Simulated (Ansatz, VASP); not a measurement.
# One calculation of Co, two programs

Contents of POSCAR:

```
Co
1.0
    2.4943520863      0.0000000000      0.0000000000
   -1.2471760431      2.1601722727      0.0000000000
    0.0000000000      0.0000000000      4.0119874198
Co
2
Direct
    0.6666666667      0.3333333333      0.7500000000
    0.3333333333      0.6666666667      0.2500000000
```

The input INCAR.step1:

```
PREC = Accurate
ENCUT = 520
ISMEAR = 0
SIGMA = 0.1
LREAL = False
LASPH = True
NELM = 150
ISPIN = 2
MAGMOM = 3 3
LMAXMIX = 4
NBANDS = 20
GGA = PE
ALGO = Normal
EDIFF = 1E-4
LWAVE = True
LCHARG = False
```

Contents of INCAR.step2:

```
PREC = Accurate
ENCUT = 520
EDIFF = 1E-6
ISMEAR = 0
SIGMA = 0.1
LREAL = False
LASPH = True
NELM = 150
ALGO = Normal
ISIF = 2
LWAVE = False
LCHARG = False
ISPIN = 2
MAGMOM = 3 3
LORBIT = 11
LMAXMIX = 4
METAGGA = R2SCAN
LMIXTAU = True
NBANDS = 20
ISTART = 1
```

Contents of KPOINTS:

```
Automatic mesh
0
Gamma
  12 12 4
```

Input for Ansatz:

```yaml
crystal:
  lattice:
    - [2.4943520863, 0.0, 0.0]
    - [-1.2471760431, 2.1601722727, 0.0]
    - [0.0, 0.0, 4.0119874198]
  atoms:
    - { symbol: Co, position: [0.6666666667, 0.3333333333, 0.75], spin: 3.0 }
    - { symbol: Co, position: [0.3333333333, 0.6666666667, 0.25], spin: 3.0 }
basis:
  ecutwfc: 500
kpoints:
  mp_grid: { grid: [12, 12, 4] }
hamiltonian:
  xc: r2scan
scf:
  occupations: { method: gaussian, width: 0.1 }
  lower_state_search: "off"
output:
  forces: true
  stress: true
  eigenvalues: true
  populations: true
magnetization:
  spin_polarized: true
```

Alike in both runs: task single point; functional r2SCAN; k mesh 12 × 12 × 4; occupations gaussian, width 0.1 eV; collinear spin.

```csv
,VASP,Ansatz
version,VASP 6.6.1,Ansatz 0.2.0
potentials or method,"VASP PAW PBE potentials, release 64 (Co), cutoff 520 eV","scalar-relativistic, plane waves, PAW"
valence electrons in the cell,18,34
```

```tsv
	VASP	Ansatz	Ansatz less VASP
gap on the k mesh at the Fermi level (eV)	none	none	-
pressure (GPa)	-4.3	-4.4	-0.09
traceless stress, the component that is largest in VASP (GPa)	2.32	2.48	+0.160
net moment per atom (μB)	1.73	1.73	+0.001
size of the moment on the site where the two differ most (μB)	1.80	1.88	+0.080
```

VASP's potentials were made for PBE, not for r2SCAN. Site moments also hang on the region over which each program counts them. A gap of «none» marks a metal or a gap that the smearing closes. VASP's potentials hold 18 valence electrons a cell and Ansatz's 34, so a difference there can come from the potentials and not from the codes. Ansatz's warnings: stability check not made.

The k mesh is coarse, so the values compare programs but aren't converged.
